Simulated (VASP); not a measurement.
Wanted: the native input for a VASP 6.6.1 run.

| Property | Result |
| --- | --- |
| Task | single point |
| Functional | r2SCAN |
| Potentials or basis | VASP PAW PBE potentials, release 64 (Ti_sv, O) |
| Cutoff | 520 eV |
| k mesh | 6 × 6 × 3 |
| Occupations | gaussian, width 0.05 eV |
| Spin | no spin polarisation |
| Dipole correction | no |
| Further INCAR settings | ALGO = Normal; EDIFF = 1e-07; NBANDS = 60; ISYM = 0 |

TiO2:

```
CELL_PARAMETERS angstrom
-3.77794 0.00000 0.00000
0.00000 -3.77794 0.00000
-1.88897 0.00000 9.58280
ATOMIC_POSITIONS crystal
Ti 0.56250 0.00000 0.87500
Ti 0.31250 0.50000 0.37500
Ti 0.18750 0.00000 0.62500
Ti 0.93750 0.50000 0.12500
O 0.20885 0.50000 0.58230
O 0.95885 0.00000 0.08230
O 0.08385 0.00000 0.83230
O 0.83385 0.50000 0.33230
O 0.29115 0.00000 0.41770
O 0.54115 0.50000 0.91770
O 0.66615 0.00000 0.66770
O 0.41615 0.50000 0.16770
```

These files were run (other wordings do the same):

POSCAR

```
TiO2
1.0
   -3.7779444200      0.0000000000      0.0000000000
    0.0000000000     -3.7779444200      0.0000000000
   -1.8889722100      0.0000000000      9.5827978520
Ti O
4 8
Direct
   -0.4375000000      0.0000000000      0.8750000000
    0.3125000000      0.5000000000      0.3750000000
    0.1875000000      0.0000000000      0.6250000000
   -0.0625000000      0.5000000000      0.1250000000
    0.2088477296      0.5000000000      0.5823045408
    0.9588477296      1.0000000000      0.0823045408
    0.0838477296      0.0000000000      0.8323045408
   -0.1661522704      0.5000000000      0.3323045408
    0.2911522704      0.0000000000      0.4176954592
   -0.4588477296      0.5000000000      0.9176954592
   -0.3338477296      0.0000000000      0.6676954592
    0.4161522704      0.5000000000      0.1676954592
```

INCAR.step1

```
SYSTEM = TiO2
PREC = Accurate ; ENCUT = 520
ISMEAR = 0 ; SIGMA = 0.05
LREAL = .False. ; LASPH = .True.
NELM = 60 ; NBANDS = 60
ISYM = 0 ; GGA = PE
ALGO = Normal ; EDIFF = 1E-4
LWAVE = .True. ; LCHARG = .False.
```

INCAR.step2

```
SYSTEM = TiO2
PREC = Accurate ; ENCUT = 520
EDIFF = 1E-7 ; ISMEAR = 0
SIGMA = 0.05 ; LREAL = .False.
LASPH = .True. ; NELM = 60
ALGO = Normal ; ISIF = 2
LWAVE = .False. ; LCHARG = .True.
METAGGA = R2SCAN ; LMIXTAU = .True.
LELF = .True. ; LVHAR = .True.
NBANDS = 60 ; ISYM = 0
ISTART = 1
```

KPOINTS

```
Automatic mesh
0
Gamma
  6 6 3
  0 0 0
```

Potentials or basis: VASP PAW PBE potentials, release 64 (Ti_sv, O).

Command:

```bash
$ cat potpaw_PBE.64/Ti_sv/POTCAR potpaw_PBE.64/O/POTCAR > POTCAR
$ cp INCAR.step1 INCAR
$ mpirun -np 1 vasp_std > vasp.out
$ cp INCAR.step2 INCAR
$ mpirun -np 1 vasp_std > vasp.out
```

It gave:

The pressure is -3.3 GPa, the largest force is 1.555 eV/Å and the band gap on the k mesh is 2.34 eV (least direct gap 2.60 eV).

Caveat: the cell stands under tension; the PAW data sets were made with another functional, which shifts forces and pressure a little; an odd mesh through Γ misses points on the zone boundary, where band edges can lie.

Run time: 40 min on 1 thread of Oxide Virtual Turin-like Processor, with other jobs on the host, peak memory 0.43 GiB.
